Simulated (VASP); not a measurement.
# In in VASP: a series of runs

The runs below take In through single point, with PBEsol.

All numbers are computed with VASP 6.6.1; they aren't measurements. Logs are shortened: lines on timing, memory, paths and dates and some standing lists are left out, and cuts for length are marked.

## 1. The cell of the first run

The typed cell holds 4 atoms: a = 3.338 Å, b = 3.338 Å, c = 9.354 Å, α = 90.00°, β = 90.00°, γ = 78.63°.

## 2. Single point, PBEsol

Contents of INCAR:

```
PREC     = Accurate       # precision mode
ENCUT    = 520            # plane-wave cutoff, eV
EDIFF    = 1E-6           # SCF threshold, eV
ISMEAR   = 0              # smearing method
SIGMA    = 0.1            # smearing width, eV
LREAL    = False          # projectors in reciprocal space
LASPH    = True           # aspherical terms in the spheres
NELM     = 100            # most SCF steps
ALGO     = Normal         # electronic algorithm
ISIF     = 2              # what is computed and relaxed
LWAVE    = False          # write WAVECAR
LCHARG   = True           # write CHGCAR
GGA      = PS             # functional
LELF     = True           # ELF
LVHAR    = True         
NBANDS   = 34             # bands
```

Contents of KPOINTS:

```
regular mesh
0
Gamma
  6 6 2
```

Contents of POSCAR:

```
In
1.0
    2.5826039579     -2.1149077565      0.0000000000
    2.5826039579      2.1149077565      0.0000000000
    0.0000000000      0.0000000000      9.3536188316
In
4
Direct
    0.7511351783      0.2488648217      0.1250261512
    0.7488648217      0.2511351783      0.6250261512
    0.2488648217      0.7511351783      0.8749738488
    0.2511351783      0.7488648217      0.3749738488
```

Potentials or basis: VASP PAW PBE potentials, release 64 (In_d).

The run is started by

```
> cat potpaw_PBE.64/In_d/POTCAR > POTCAR
> mpirun -np 1 vasp_std > vasp.out
```

OUTCAR:

```text
PREC = Accurate
   ENCUT = 520
   EDIFF = 1E-6
   ISMEAR = 0
   LREAL = False
   LASPH = True
   NELM = 100
   ISIF = 2
   GGA = PS

 ion  position               nearest neighbor table
   1  0.751  0.249  0.125-   3 3.15   4 3.15   4 3.15   3 3.16   4 3.48   4 3.48   3 3.48   3 3.48

   2  0.749  0.251  0.625-   4 3.15   3 3.15   3 3.15   4 3.16   3 3.48   3 3.48   4 3.48   4 3.48

   3  0.249  0.751  0.875-   1 3.15   2 3.15   2 3.15   1 3.16   2 3.48   2 3.48   1 3.48   1 3.48

   4  0.251  0.749  0.375-   2 3.15   1 3.15   1 3.15   2 3.16   1 3.48   1 3.48   2 3.48   2 3.48

  LATTYP: Found a base centered orthorhombic cell.
 ALAT       =     4.2298155130
 B/A-ratio  =     1.2211426006
 C/A-ratio  =     2.2113538529

  Lattice vectors:

 A1 = (  -2.5826039579,  -2.1149077565,   0.0000000000)
 A2 = (   2.5826039579,  -2.1149077565,   0.0000000000)
 A3 = (   0.0000000000,   0.0000000000,   9.3536188316)

Analysis of symmetry for initial positions (statically):
=====================================================================
 Subroutine PRICEL returns:
 Original cell was already a primitive cell.

 Routine SETGRP: Setting up the symmetry group for a
 base centered orthorhombic supercell.

 Subroutine GETGRP returns: Found  8 space group operations
 (whereof  4 operations were pure point group operations)
 out of a pool of  8 trial point group operations.

The static configuration has the point symmetry C_2h.
 The point group associated with its full space group is D_2h.

Analysis of symmetry for dynamics (positions and initial velocities):
=====================================================================
 Subroutine PRICEL returns:
 Original cell was already a primitive cell.

 Routine SETGRP: Setting up the symmetry group for a
 base centered orthorhombic supercell.

 Subroutine GETGRP returns: Found  8 space group operations
 (whereof  4 operations were pure point group operations)
 out of a pool of  8 trial point group operations.

The dynamic configuration has the point symmetry C_2h.
 The point group associated with its full space group is D_2h.

 Subroutine INISYM returns: Found  8 space group operations
 (whereof  4 operations are pure point group operations),
 and found     1 'primitive' translations

----------------------------------------------------------------------------------------

                                     Primitive cell

  volume of cell :     102.1784

  direct lattice vectors                    reciprocal lattice vectors
     2.582603958 -2.114907757  0.000000000     0.193603049 -0.236416930  0.000000000
     2.582603958  2.114907757  0.000000000     0.193603049  0.236416930  0.000000000
     0.000000000  0.000000000  9.353618832     0.000000000  0.000000000  0.106910493

  length of vectors
     3.338065012  3.338065012  9.353618832     0.305573404  0.305573404  0.106910493

  position of ions in fractional coordinates (direct lattice)
     0.751135178  0.248864822  0.125026151
     0.748864822  0.251135178  0.625026151
     0.248864822  0.751135178  0.874973849
     0.251135178  0.748864822  0.374973849

  ion indices of the primitive-cell ions
   primitive index   ion index
                 1           1
                 2           2
                 3           3
                 4           4

----------------------------------------------------------------------------------------

 KPOINTS: regular mesh

Automatic generation of k-mesh.
 Grid dimensions read from file:
 generate k-points for:    6    6    2

 Generating k-lattice:

  Cartesian coordinates                     Fractional coordinates (reciprocal lattice)
     0.032267175 -0.039402822  0.000000000     0.166666667  0.000000000  0.000000000
     0.032267175  0.039402822  0.000000000     0.000000000  0.166666667  0.000000000
     0.000000000  0.000000000  0.053455246     0.000000000  0.000000000  0.500000000

  Length of vectors
     0.050928901  0.050928901  0.053455246

  Shift w.r.t. Gamma in fractional coordinates (k-lattice)
     0.000000000  0.000000000  0.000000000

 Subroutine IBZKPT returns following result:
 ===========================================

 Found     26 irreducible k-points:

 Following reciprocal coordinates:
            Coordinates               Weight
  0.000000  0.000000  0.000000      1.000000
  0.166667  0.000000  0.000000      4.000000
  0.333333  0.000000  0.000000      4.000000
  0.500000  0.000000  0.000000      2.000000
  0.166667  0.166667  0.000000      2.000000
  0.333333  0.166667  0.000000      4.000000
[... 16 lines left out ...]
  0.333333  0.333333  0.500000      2.000000
  0.500000  0.333333  0.500000      4.000000
 [... further k-points ...]
   k-points           NKPTS =     26   k-points in BZ     NKDIM =     26   number of bands    NBANDS=     34
   number of dos      NEDOS =    301   number of ions     NIONS =      4
   total plane-waves  NPLWV =  54880
   dimension x,y,z NGX =    28 NGY =   28 NGZ =   70
   dimension x,y,z NGXF=    56 NGYF=   56 NGZF=  140
   ions per type =               4
   NGX,Y,Z   is equivalent  to a cutoff of  13.94, 13.94, 12.44 a.u.
   NGXF,Y,Z  is equivalent  to a cutoff of  27.89, 27.89, 24.88 a.u.
 SYSTEM =  unknown system
   PREC   = accura    normal or accurate (medium, high low for compatibility)
   ISTART =      0    job   : 0-new  1-cont  2-samecut
   ICHARG =      2    charge: 1-file 2-atom 10-const
   ISPIN  =      1    spin polarized calculation?
   LNONCOLLINEAR =      F non collinear calculations
   LSORBIT =      F    spin-orbit coupling
   LASPH  =      T    aspherical Exc in radial PAW
   ENCUT  =  520.0 eV  38.22 Ry    6.18 a.u.   6.21  6.21 17.39*2*pi/ulx,y,z
   NELM   =    100;   NELMIN=  2; NELMDL= -5     # of ELM steps
   EDIFF  = 0.1E-05   stopping-criterion for ELM
   LREAL  =      F    real-space projection
   EDIFFG = 0.1E-04   stopping-criterion for IOM
   NSW    =      0    number of steps for IOM
   IBRION =     -1    ionic relax: 0-MD 1-quasi-New 2-CG
   NFREE  =      0    steps in history (QN), initial steepest desc. (CG)
   ISIF   =      2    stress and relaxation
   ISYM   =      2    0-nonsym 1-usesym 2-fastsym
   POTIM  = 0.5000    time-step for ionic-motion
   TEBEG  =    0.0;   TEEND  =   0.0 temperature during run
   PSTRESS=    0.0 pullay stress
   NELECT =      52.0000    total number of electrons
   NUPDOWN=      -1.0000    fix difference up-down
   EMIN   =  10.00;   EMAX   =-10.00  energy-range for DOS
   EFERMI =   0.00;   METHOD = LEGACY
   ISMEAR =     0;   SIGMA  =   0.10  broadening in eV -4-tet -1-fermi 0-gaus
   EFERMI_NEDOS =   21; number of points for ismear=-14 and -15
   IALGO  =     38    algorithm
   IMIX   =      4    mixing-type and parameters
     AMIX     =   0.40;   BMIX     =  1.00
     AMIX_MAG =   1.60;   BMIX_MAG =  1.00
  volume/ion in A,a.u.               =      25.54       172.38
  Fermi-wavevector in a.u.,A,eV,Ry     =   1.307042  2.469952 23.243643  1.708360
  Thomas-Fermi vector in A             =   2.437804
   LORBIT       =      0    0 simple, 1 ext, 2 COOP (PROOUT), +10 PAW based schemes
   GGA     = PS    functional components
   LHFCALC =     F    Hartree Fock is set to
   AEXX    =    0.0000 exact exchange contribution
   IVDW    =     0    specifies the selected vdW correction
   LEPSILON=     F    determine dielectric tensor
   LRPA    =     F    only Hartree local field effects (RPA)
 non-spin polarized calculation
 Gauss-broadening in eV      SIGMA  =   0.10
  energy-cutoff  :      520.00
  volume of cell :      102.18
 maximum number of plane-waves:      2768
 NGX is ok and might be reduce to    28

 number of electron      51.9999995 magnetization

 Free energy of the ion-electron system (eV)
  ---------------------------------------------------
  ext. energy  EPLUGINS =         0.00000000
  ---------------------------------------------------
  free energy    TOTEN  =       -12.07226998 eV

  energy without entropy =      -12.06862556  energy(sigma->0) =      -12.07044777

 E-fermi :   7.4299     XC(G=0): -10.5175

 val. band max:        7.3863486281   @ k =   0.5000   0.5000   0.0000
 cond. band min:       7.5896173384   @ k =   0.3333   0.0000   0.0000
 fundamental gap:      0.2032687102
 Fermi energy:         7.4299159837

 k-point     1 :       0.0000    0.0000    0.0000
  band No.  band energies     occupation
      1      -7.1551      2.00000
      2      -7.0958      2.00000
      3      -7.0831      2.00000
      4      -7.0394      2.00000
      5      -7.0391      2.00000
      6      -6.9222      2.00000
[... 26 lines left out ...]
     33      14.5465      0.00000
     34      15.3829      0.00000

 k-point     2 :       0.1667    0.0000    0.0000
  band No.  band energies     occupation
      1      -7.1056      2.00000
      2      -7.0696      2.00000
      3      -7.0250      2.00000
      4      -7.0145      2.00000
      5      -7.0143      2.00000
      6      -6.9309      2.00000
[... 26 lines left out ...]
     33      15.1018      0.00000
     34      15.6698      0.00000

 k-point     3 :       0.3333    0.0000    0.0000
  band No.  band energies     occupation
      1      -7.0321      2.00000
      2      -7.0235      2.00000
      3      -7.0234      2.00000
      4      -7.0018      2.00000
      5      -6.9996      2.00000
      6      -6.9980      2.00000
[... 26 lines left out ...]
     33      14.1354      0.00000
     34      15.8406      0.00000
[... 704 lines left out ...]
 k-point    23 :       0.3333    0.3333    0.5000
  band No.  band energies     occupation
      1      -7.1085      2.00000
      2      -7.1085      2.00000
      3      -7.0357      2.00000
      4      -7.0357      2.00000
      5      -6.9836      2.00000
      6      -6.9836      2.00000
[... 26 lines left out ...]
     33      11.9100      0.00000
     34      11.9100      0.00000

 k-point    24 :       0.5000    0.3333    0.5000
  band No.  band energies     occupation
      1      -7.1319      2.00000
      2      -7.1319      2.00000
      3      -7.0519      2.00000
      4      -7.0519      2.00000
      5      -6.9858      2.00000
      6      -6.9858      2.00000
[... 26 lines left out ...]
     33      11.4778      0.00000
     34      11.4778      0.00000

 [... further k-points ...]

------------------------ aborting loop because EDIFF is reached ----------------------------------------

  FORCE on cell =-STRESS in cart. coord.  units (eV):
  Direction    XX          YY          ZZ          XY          YZ          ZX
  --------------------------------------------------------------------------------------
  -------------------------------------------------------------------------------------
  Total       -0.0615924      0.1501659     -0.0755911      0.0000000     -0.0000000      0.0000000
  in kB       -0.9657818      2.3546310     -1.1852838      0.0000000     -0.0000000      0.0000000
  external PRESSURE =       0.0678552 kB  Pullay stress =       0.0000000 kB

 VOLUME and BASIS-vectors are now :
 -----------------------------------------------------------------------------
  energy-cutoff  :      520.00
  volume of cell :      102.18
      direct lattice vectors                 reciprocal lattice vectors
     2.582603958 -2.114907757  0.000000000     0.193603049 -0.236416930  0.000000000
     2.582603958  2.114907757  0.000000000     0.193603049  0.236416930  0.000000000
     0.000000000  0.000000000  9.353618832     0.000000000  0.000000000  0.106910493

 POSITION                                       TOTAL-FORCE (eV/Angst)
 -----------------------------------------------------------------------------------
      2.58260     -1.06226      1.16945         0.000000      0.005415     -0.002023
      2.58260     -1.05265      5.84626         0.000000     -0.005415     -0.002023
      2.58260      1.06226      8.18417         0.000000     -0.005415      0.002023
      2.58260      1.05265      3.50736         0.000000      0.005415      0.002023
 -----------------------------------------------------------------------------------
    total drift:                                0.000000     -0.000000     -0.000000

  FREE ENERGIE OF THE ION-ELECTRON SYSTEM (eV)
  ---------------------------------------------------
  free  energy   TOTEN  =       -12.0722699782 eV

  energy  without entropy=      -12.0686255600  energy(sigma->0) =      -12.07044777
```

Run time: 38 s. Hardware: 1 thread of AMD EPYC 9R45 (Zen 5), shared host; peak memory 0.21 GiB.

Results:

```yaml
Free_energy: -12.0723 eV
Pressure: 0.0 GPa
Largest_force: 0.006 eV/Å
Band_gap_on_the_k_mesh: zero (bands 26 and 27 overlap by 5.21 eV)
```

Forces in eV/Å, atoms in the order of the input:
```
In   0.000  0.005 -0.002
In   0.000 -0.005 -0.002
In   0.000 -0.005  0.002
In   0.000  0.005  0.002
```

Stress tensor (GPa, compression positive):
```
-0.10  0.00  0.00
 0.00  0.24  0.00
 0.00  0.00 -0.12
```

Levels at points of the mesh, in eV from the Fermi level:
```csv
k point,band 23,band 24,band 25,band 26,band 27,band 28,band 29,band 30
"(0.00, 0.00, 0.00)",-7.65,-2.12,-1.80,4.00,5.09,6.35,6.35,6.72
"(0.50, 0.00, 0.00)",-4.06,-4.06,-3.26,-3.26,1.86,1.86,2.18,2.18
"(0.50, 0.50, 0.00)",-2.14,-2.14,-0.87,-0.86,-0.86,-0.04,1.35,1.35
"(0.00, 0.00, 0.50)",-5.27,-5.27,2.15,2.15,4.61,4.61,5.61,5.61
"(0.50, 0.00, 0.50)",-5.17,-5.17,-1.21,-1.21,-1.21,-1.21,5.69,5.69
"(0.50, 0.50, 0.50)",-2.42,-2.42,-0.64,-0.64,-0.28,-0.28,1.45,1.45
```

Caveat: the PAW data sets were made with another functional, which shifts forces and pressure a little; spin-orbit coupling is left out, which moves the levels of the heavy elements.

## 3. Single point, PBEsol

This run uses another cell than the first one: it holds 1 atom, not 4.

Contents of INCAR:

```
SYSTEM = In
PREC = Accurate ; ENCUT = 520
EDIFF = 1E-7 ; ISMEAR = 0
SIGMA = 0.1 ; LREAL = .FALSE.
LASPH = .TRUE. ; NELM = 100
ALGO = Normal ; ISIF = 2
LWAVE = .FALSE. ; LCHARG = .FALSE.
GGA = PS ; NBANDS = 12
```

Contents of KPOINTS:

```
Automatic mesh
0
G
  20 20 20
  0 0 0
```

Contents of POSCAR:

```
In
1.0
    0.0000000000      2.3312330677      2.4521979294
    2.2344720706      0.0000000000      2.4521979294
    2.2344720706      2.3312330677      0.0000000000
In
1
Direct
    0.0000000000      0.0000000000      0.0000000000
```

Potentials or basis: VASP PAW PBE potentials, release 64 (In_d).

The run is started by

```
> cat potpaw_PBE.64/In_d/POTCAR > POTCAR
> mpirun -np 1 vasp_std > vasp.out
```

Wall time 2.3 min (1 thread of AMD EPYC 9R45 (Zen 5), shared host); peak memory 0.41 GiB.

It converged, with:

| Property | Result |
| --- | --- |
| Free energy | -2.9853 eV |
| Pressure | -0.1 GPa |
| Band gap on the k mesh | zero (an odd number of electrons rules out a gap without spin polarisation) |

Levels at points of the mesh, in eV from the Fermi level:
```tsv
k point	band 2	band 3	band 4	band 5	band 6	band 7	band 8	band 9	band 10	band 11
(0.00, 0.00, 0.00)	-14.57	-14.52	-14.46	-14.34	-9.74	10.68	10.79	10.91	11.64	14.17
(0.50, 0.00, 0.00)	-14.62	-14.52	-14.25	-14.21	-4.34	-3.50	7.64	9.17	11.31	11.61
(0.50, 0.50, 0.00)	-14.72	-14.23	-14.22	-14.18	-2.91	-2.78	4.66	4.87	8.30	8.31
(0.50, 0.00, 0.50)	-14.72	-14.25	-14.24	-14.13	-2.29	-2.01	3.82	4.34	7.50	7.71
(0.00, 0.50, 0.50)	-14.73	-14.24	-14.21	-14.14	-1.81	-1.25	3.31	3.61	6.78	7.17
```

Caveat: the PAW data sets were made with another functional, which shifts forces and pressure a little; spin-orbit coupling is left out, which moves the levels of the heavy elements.
